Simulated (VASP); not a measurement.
# Si5P2 (P-3m1) in VASP: a series of runs, part 2 of 2

VASP 6.6.1. Earlier steps stand in the parts before.

### 4 Single point, PBE

This run uses another cell than the first one: it holds 14 atoms, not 7.

The input, INCAR:

```
SYSTEM = Si5P2
PREC = Accurate ; ENCUT = 520
EDIFF = 1E-7 ; ISMEAR = 0
SIGMA = 0.01 ; LREAL = .FALSE.
LASPH = .TRUE. ; NELM = 100
ALGO = Normal ; ISIF = 2
LWAVE = .FALSE. ; LCHARG = .FALSE.
GGA = PE ; NBANDS = 43
```

The input, KPOINTS:

```
regular mesh
0
G
  12 12 1
  0 0 0
```

The input, POSCAR:

```
Si5P2
1.0
    3.6864070923      0.0000000000      0.0000000000
   -1.8432035461      3.1925221906      0.0000000000
    0.0000000000      0.0000000000     26.5750073493
Si P
10 4
Direct
    0.6666666667      0.3333333333      0.8951588407
    0.3333333333      0.6666666667      0.1048411593
    0.3333333333      0.6666666667      0.0163282202
    0.6666666667      0.3333333333      0.9836717798
    0.6666666667      0.3333333333      0.3343719470
    0.0000000000      0.0000000000      0.4555791523
    0.6666666667      0.3333333333      0.4228904282
    0.3333333333      0.6666666667      0.6656280530
    0.0000000000      0.0000000000      0.5444208477
    0.3333333333      0.6666666667      0.5771095718
    0.0000000000      0.0000000000      0.8590854407
    0.0000000000      0.0000000000      0.1409145593
    0.3333333333      0.6666666667      0.2982520269
    0.6666666667      0.3333333333      0.7017479731
```

Potentials or basis: VASP PAW PBE potentials, release 64 (Si, P).

Launch:

```sh
$ cat potpaw_PBE.64/Si/POTCAR potpaw_PBE.64/P/POTCAR > POTCAR
$ mpirun -np 1 vasp_std > vasp.out
```

OUTCAR:

```text
SYSTEM = Si5P2
   PREC = Accurate
   ENCUT = 520
   EDIFF = 1E-7
   ISMEAR = 0
   LREAL = .FALSE.
   LASPH = .TRUE.
   NELM = 100
   ISIF = 2
   GGA = PE

 ion  position               nearest neighbor table
   1  0.667  0.333  0.895-  11 2.33  11 2.33  11 2.33   4 2.35
   2  0.333  0.667  0.105-  12 2.33  12 2.33  12 2.33   3 2.35
   3  0.333  0.667  0.016-   4 2.30   4 2.30   4 2.30   2 2.35
   4  0.667  0.333  0.984-   3 2.30   3 2.30   3 2.30   1 2.35
   5  0.667  0.333  0.334-  13 2.33  13 2.33  13 2.33   7 2.35
   6  0.000  0.000  0.456-   7 2.30   7 2.30   7 2.30   9 2.36
   7  0.667  0.333  0.423-   6 2.30   6 2.30   6 2.30   5 2.35
   8  0.333  0.667  0.666-  14 2.33  14 2.33  14 2.33  10 2.35
   9  0.000  0.000  0.544-  10 2.30  10 2.30  10 2.30   6 2.36
  10  0.333  0.667  0.577-   9 2.30   9 2.30   9 2.30   8 2.35
  11  0.000  0.000  0.859-   1 2.33   1 2.33   1 2.33
  12  0.000  0.000  0.141-   2 2.33   2 2.33   2 2.33
  13  0.333  0.667  0.298-   5 2.33   5 2.33   5 2.33
  14  0.667  0.333  0.702-   8 2.33   8 2.33   8 2.33

  LATTYP: Found a hexagonal cell.
 ALAT       =     3.6864070923
 C/A-ratio  =     7.2089182458

  Lattice vectors:

 A1 = (   3.6864070923,   0.0000000000,   0.0000000000)
 A2 = (  -1.8432035461,   3.1925221906,   0.0000000000)
 A3 = (   0.0000000000,   0.0000000000,  26.5750073493)

Analysis of symmetry for initial positions (statically):
=====================================================================
 Subroutine PRICEL returns:
 Original cell was already a primitive cell.

 Routine SETGRP: Setting up the symmetry group for a
 hexagonal supercell.

 Subroutine GETGRP returns: Found 12 space group operations
 (whereof 12 operations were pure point group operations)
 out of a pool of 24 trial point group operations.

The static configuration has the point symmetry D_3d.

Analysis of symmetry for dynamics (positions and initial velocities):
[... 163 lines left out ...]
  volume of cell :      312.76
 maximum number of plane-waves:      8463
 NGX is ok and might be reduce to    28

 number of electron      60.0000002 magnetization

 Free energy of the ion-electron system (eV)
  ---------------------------------------------------
  ext. energy  EPLUGINS =         0.00000000
  ---------------------------------------------------
  free energy    TOTEN  =       -76.26760324 eV

  energy without entropy =      -76.26760324  energy(sigma->0) =      -76.26760324

 E-fermi :   4.7141     XC(G=0):  -8.7952

 val. band max:        4.6548733060   @ k =   0.0000   0.0000   0.0000
 cond. band min:       5.3128724691   @ k =   0.4167  -0.0000   0.0000
 fundamental gap:      0.6579991631
 Fermi energy:         4.7141207546

 k-point     1 :       0.0000    0.0000    0.0000
  band No.  band energies     occupation
      1      -8.2904      2.00000
      2      -8.2399      2.00000
      3      -8.2118      2.00000
      4      -8.1495      2.00000
      5      -7.1078      2.00000
      6      -6.5503      2.00000
[... 844 lines left out ...]
     41       8.7246      0.00000
     42       9.5933      0.00000
 [bands above 42 left out]

------------------------ aborting loop because EDIFF is reached ----------------------------------------

  FORCE on cell =-STRESS in cart. coord.  units (eV):
  Direction    XX          YY          ZZ          XY          YZ          ZX
  --------------------------------------------------------------------------------------
  -------------------------------------------------------------------------------------
  Total       -0.2094511     -0.2094511     -0.1851903     -0.0000000      0.0000000     -0.0000000
  in kB       -1.0729579     -1.0729579     -0.9486768     -0.0000000      0.0000000     -0.0000000
  external PRESSURE =      -1.0315309 kB  Pullay stress =       0.0000000 kB

 VOLUME and BASIS-vectors are now :
 -----------------------------------------------------------------------------
  energy-cutoff  :      520.00
  volume of cell :      312.76
      direct lattice vectors                 reciprocal lattice vectors
     3.686407092  0.000000000  0.000000000     0.271266839  0.156615983  0.000000000
    -1.843203546  3.192522191  0.000000000     0.000000000  0.313231965  0.000000000
     0.000000000  0.000000000 26.575007349     0.000000000  0.000000000  0.037629340

 POSITION                                       TOTAL-FORCE (eV/Angst)
 -----------------------------------------------------------------------------------
      1.84320      1.06417     23.78885        -0.000000      0.000000     -0.008914
     -0.00000      2.12835      2.78615         0.000000     -0.000000      0.008914
     -0.00000      2.12835      0.43392        -0.000000      0.000000     -0.005292
      1.84320      1.06417     26.14108         0.000000     -0.000000      0.005292
      1.84320      1.06417      8.88594        -0.000000      0.000000     -0.009018
      0.00000      0.00000     12.10702        -0.000000      0.000000     -0.002464
      1.84320      1.06417     11.23832         0.000000     -0.000000      0.005438
     -0.00000      2.12835     17.68907         0.000000      0.000000      0.009018
      0.00000      0.00000     14.46799         0.000000      0.000000      0.002464
     -0.00000      2.12835     15.33669         0.000000      0.000000     -0.005438
      0.00000      0.00000     22.83020        -0.000000      0.000000      0.014386
      0.00000      0.00000      3.74481         0.000000     -0.000000     -0.014386
     -0.00000      2.12835      7.92605        -0.000000      0.000000      0.014679
      1.84320      1.06417     18.64896         0.000000      0.000000     -0.014679
 -----------------------------------------------------------------------------------
    total drift:                                0.000000      0.000000     -0.000000

  FREE ENERGIE OF THE ION-ELECTRON SYSTEM (eV)
  ---------------------------------------------------
  free  energy   TOTEN  =       -76.2676032373 eV

  energy  without entropy=      -76.2676032373  energy(sigma->0) =      -76.26760324
```

Wall time 3.3 min (1 thread of AMD EPYC 9R45 (Zen 5), shared host); peak memory 0.45 GiB.

What came out:

| Item | Value |
| --- | --- |
| Free energy | -76.2676 eV |
| Pressure | -0.1 GPa |
| Largest force | 0.015 eV/Å |
| Band gap on the k mesh | 0.66 eV (least direct gap 1.33 eV) |

Forces in eV/Å, atoms in the order of the input:
```
Si   0.000  0.000 -0.009
Si   0.000  0.000  0.009
Si   0.000  0.000 -0.005
Si   0.000  0.000  0.005
Si   0.000  0.000 -0.009
Si   0.000  0.000 -0.002
Si   0.000  0.000  0.005
Si   0.000  0.000  0.009
Si   0.000  0.000  0.002
Si   0.000  0.000 -0.005
P    0.000  0.000  0.014
P    0.000  0.000 -0.014
P    0.000  0.000  0.015
P    0.000  0.000 -0.015
```

Levels at points of the mesh, in eV from the valence-band top:
```csv
k point,band 27,band 28,band 29,band 30,band 31,band 32,band 33,band 34
"(0.00, 0.00, 0.00)",-0.25,-0.14,0.00,0.00,1.33,1.41,1.59,1.69
"(0.50, 0.00, 0.00)",-1.80,-1.50,-1.39,-1.31,0.73,0.80,0.87,0.93
```

Caveat: an odd mesh through Γ misses points on the zone boundary, where band edges can lie; this functional lacks dispersion, which binds the layers, so the pressure and a relaxed spacing across them are unreliable.

### 5 Overview

```tsv
cell	k mesh	smearing	gap on the mesh (eV)	pressure (GPa)	largest force (eV/Å)
a = 3.779, b = 3.779, c = 10.848 Å, angles 90.0, 90.0, 120.0°, 7 atoms, atomic positions A	12 × 12 × 4	gaussian 0.1 eV	none	-0.1	0.01
a = 3.686, b = 3.686, c = 26.481 Å, angles 90.0, 90.0, 120.0°, 14 atoms, atomic positions B	12 × 12 × 1	gaussian 0.02 eV	0.66	-0.1	0.02
a = 3.686, b = 3.686, c = 26.575 Å, angles 90.0, 90.0, 120.0°, 14 atoms, atomic positions C	12 × 12 × 1	gaussian 0.01 eV	0.66	-0.1	0.01
```

Alike in all rows: task single point; level PBE; potentials or basis VASP PAW PBE potentials, release 64 (Si, P); no spin polarisation; cutoff (eV) 520.

Caveats: an odd mesh through Γ misses points on the zone boundary, where band edges can lie (at least some runs); this functional lacks dispersion, which binds the layers, so the pressure and a relaxed spacing across them are unreliable (at least some runs).

Total energies depend on the potentials used, so only differences within one code and one set of settings carry meaning.
